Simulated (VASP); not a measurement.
Ni: single point with LDA

The system is Ni.

```
Ni
1.0
    -1.36501    1.36501    1.36501
     1.36501   -1.36501    1.36501
     1.36501    1.36501   -1.36501
Ni
1
Cartesian
  0.0000 0.0000 0.0000
```

```json
{
 "Program": "VASP 6.6.1",
 "Task": "single point",
 "Functional": "LDA",
 "Potentials or basis": "VASP PAW LDA potentials, release 64 (Ni)",
 "Cutoff": "520 eV",
 "k mesh": "14 × 14 × 14",
 "Occupations": "gaussian, width 0.1 eV",
 "Spin": "collinear spin, ferromagnetic start",
 "Starting moments": "[1.5] μB",
 "Dipole correction": "no",
 "Further INCAR settings": "ALGO = Normal; EDIFF = 1e-06; NBANDS = 15"
}
```

| Property | Result |
| --- | --- |
| Pressure | -2.0 GPa |
| Net moment | 0.46 μB per cell |
| Site moments | Ni +0.46 μB |
| Valence electrons inside the program's atomic spheres | Ni 9.45 |

Levels at points of the mesh, in eV from the Fermi level:
Spin up:
```csv
k point,band 3,band 4,band 5,band 6,band 7,band 8
"(0.00, 0.00, 0.00)",-2.37,-2.37,-0.82,-0.82,27.21,27.21
"(0.50, 0.00, 0.00)",-0.90,-0.65,0.15,0.23,7.08,19.75
"(0.50, 0.50, 0.50)",-0.10,-0.10,-0.10,10.18,10.18,10.18
```
Spin down:
```csv
k point,band 1,band 2,band 3,band 4,band 5,band 6,band 7,band 8,band 9,band 10
"(0.00, 0.00, 0.00)",-9.27,-1.89,-1.89,-1.89,-0.42,-0.42,27.22,27.22,27.22,32.63
"(0.50, 0.00, 0.00)",-4.65,-2.96,-0.47,-0.24,0.27,0.69,7.37,19.76,21.06,25.04
"(0.50, 0.50, 0.50)",-4.23,-4.23,0.44,0.44,0.44,10.25,10.25,10.25,16.65,16.65
```

Wall time 27 s on 1 thread of Intel(R) Xeon(R) Platinum 8488C (Sapphire Rapids) (shared host), peak memory 0.13 GiB.
